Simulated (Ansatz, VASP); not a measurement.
Ni: VASP beside Ansatz

```
Ni
1.0
     0.00000    1.72591    1.72591
     1.72591    0.00000    1.72591
     1.72591    1.72591    0.00000
Ni
1
Direct
  0.00000 0.00000 0.00000
```

Alike in both runs: task single point; functional r2SCAN; k mesh 13 × 13 × 13; occupations fermi-dirac, width 0.05 eV; collinear spin.

|  | VASP | Ansatz |
| --- | --- | --- |
| version | VASP 6.6.1 | Ansatz 0.2.0 |
| potentials or method | VASP PAW PBE potentials, release 64 (Ni_sv_GW) | Ansatz PAW |
| plane-wave cutoff (eV) | 650 | 500 |
| valence electrons in the cell | 18 | 18 |

Ansatz gave:

```
gap on the k mesh at the Fermi level (eV)                     : none
pressure (GPa)                                                : 4.7
net moment per atom (μB)                                      : 0.68
size of the moment on the site where the two differ most (μB) : 0.75
```

Q: Estimate VASP's values.

A: gap on the k mesh at the Fermi level (eV): none; pressure (GPa): 1.5; net moment per atom (μB): 0.69; size of the moment on the site where the two differ most (μB): 0.76.

VASP's potentials were made for PBE, not for r2SCAN. Site moments also hang on the region over which each program counts them. A gap of «none» marks a metal or a gap that the smearing closes.

Noted on Ansatz's run: the magnetic or orbital state may not be the lowest.
